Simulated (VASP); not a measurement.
Write the native input for VASP 6.6.1 that does the following.

```
Task                   : single point
Functional             : PBE
Potentials or basis    : VASP PAW PBE potentials, release 64 (Hf_pv, O)
Cutoff                 : 520 eV
k mesh                 : 6 × 6 × 6
Occupations            : fermi-dirac, width 0.08 eV
Spin                   : no spin polarisation
Dipole correction      : no
Further INCAR settings : ALGO = Normal; EDIFF = 1e-07; NBANDS = 18
```

The structure of HfO2 lies in POSCAR:

```
HfO2
1.0
    0.0000000000      2.5575000000      2.5575000000
    2.5575000000      0.0000000000      2.5575000000
    2.5575000000      2.5575000000      0.0000000000
Hf O
1 2
Direct
   -0.0070469208      0.0007700880     -0.0050821114
    0.2607462366      0.2373519062      0.2635075269
    0.7713880743      0.7341614858      0.7560723363
```

One way to write it, as run:

INCAR

```
SYSTEM = HfO2
ALGO = Normal
EDIFF = 1E-7
ENCUT = 520
GGA = PE
ISIF = 2
ISMEAR = -1
LASPH = .True.
LCHARG = .False.
LREAL = .False.
LWAVE = .False.
NBANDS = 18
NELM = 80
PREC = Accurate
SIGMA = 0.08
```

KPOINTS

```
k-points
0
Gamma
  6 6 6
  0 0 0
```

Potentials or basis: VASP PAW PBE potentials, release 64 (Hf_pv, O).

The run is started by

```bash
$ cat potpaw_PBE.64/Hf_pv/POTCAR potpaw_PBE.64/O/POTCAR > POTCAR
$ mpirun -np 1 vasp_std > vasp.out
```

It gave:

* Pressure: -5.0 GPa
* Largest force: 0.413 eV/Å
* Band gap on the k mesh: 3.73 eV

Caveat: the cell stands under tension; spin-orbit coupling is left out, which moves the levels of the heavy elements.

Wall time 51 s on 1 thread of Intel(R) Xeon(R) Platinum 8375C CPU @ 2.90GHz (Ice Lake) (shared host), peak memory 0.2 GiB.
